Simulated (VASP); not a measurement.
A run of VASP 6.6.1 is set up as follows.

File POSCAR:

```
Si
1.0
    0.0000000000      5.4437023800     -5.4437023800
    5.4437023800      5.4437023800      0.0000000000
    5.4437023800      0.0000000000     -5.4437023800
Si
15
Direct
    0.2062464613      0.0979178462      0.0979178462
    0.1274283938      0.6274283938      0.1177148187
    0.5979178462      0.0979178462      0.0979178462
    0.5979178462      0.7062464613      0.0979178462
    0.1274283938      0.1177148187      0.6274283938
    0.1274283938      0.6274283938      0.6274283938
    0.5979178462      0.0979178462      0.7062464613
    0.6177148187      0.6274283938      0.6274283938
    0.2415625632      0.7415625632      0.2584374368
    0.2415625632      0.2584374368      0.2584374368
    0.7584374368      0.7415625632      0.2584374368
    0.2500000000      0.7500000000      0.7500000000
    0.2415625632      0.2584374368      0.7415625632
    0.7584374368      0.7415625632      0.7415625632
    0.7584374368      0.2584374368      0.7415625632
```

INCAR.step1

```
SYSTEM = Si
PREC = Accurate
ENCUT = 520
ISMEAR = 0
SIGMA = 0.02
LREAL = Auto
LASPH = .True.
NELM = 80
NELECT = 58.0
NBANDS = 43
GGA = PE
ALGO = Normal
EDIFF = 1E-4
LWAVE = .True.
LCHARG = .False.
```

The input INCAR.step2:

```
SYSTEM = Si
PREC = Accurate
ENCUT = 520
EDIFF = 1E-6
ISMEAR = 0
SIGMA = 0.02
LREAL = Auto
LASPH = .True.
NELM = 80
ALGO = Normal
ISIF = 2
LWAVE = .False.
LCHARG = .True.
METAGGA = R2SCAN
LMIXTAU = .True.
LELF = .True.
LVHAR = .True.
NELECT = 58.0
NBANDS = 43
ISTART = 1
```

File KPOINTS:

```
regular mesh
0
Gamma
  2 2 2
  0 0 0
```

Potentials or basis: VASP PAW PBE potentials, release 64 (Si).

Launch:

```console
$ cat potpaw_PBE.64/Si/POTCAR > POTCAR
$ cp INCAR.step1 INCAR
$ mpirun -np 1 vasp_std > vasp.out
$ cp INCAR.step2 INCAR
$ mpirun -np 1 vasp_std > vasp.out
```

Q: Estimate the largest force.

A: 0.020 eV/Å.

Forces in eV/Å, atoms in the order of the input:
```
Si  -0.005  0.005 -0.005
Si   0.012 -0.012 -0.012
Si  -0.005 -0.005  0.005
Si   0.005  0.005  0.005
Si   0.012  0.012  0.012
Si  -0.012 -0.012  0.012
Si   0.005 -0.005 -0.005
Si  -0.012  0.012 -0.012
Si   0.000  0.007  0.000
Si  -0.007  0.000  0.000
Si   0.000  0.000  0.007
Si   0.000  0.000  0.000
Si   0.000  0.000 -0.007
Si   0.007  0.000  0.000
Si   0.000 -0.007  0.000
```

Caveat: the k points lie up to 0.50 Å⁻¹ apart; the cell carries a net charge on a neutralising background, which shifts energy and pressure; the cell differs from its parent crystal (atoms taken out, then relaxed in part); the PAW data sets were made with another functional, which shifts forces and pressure a little.
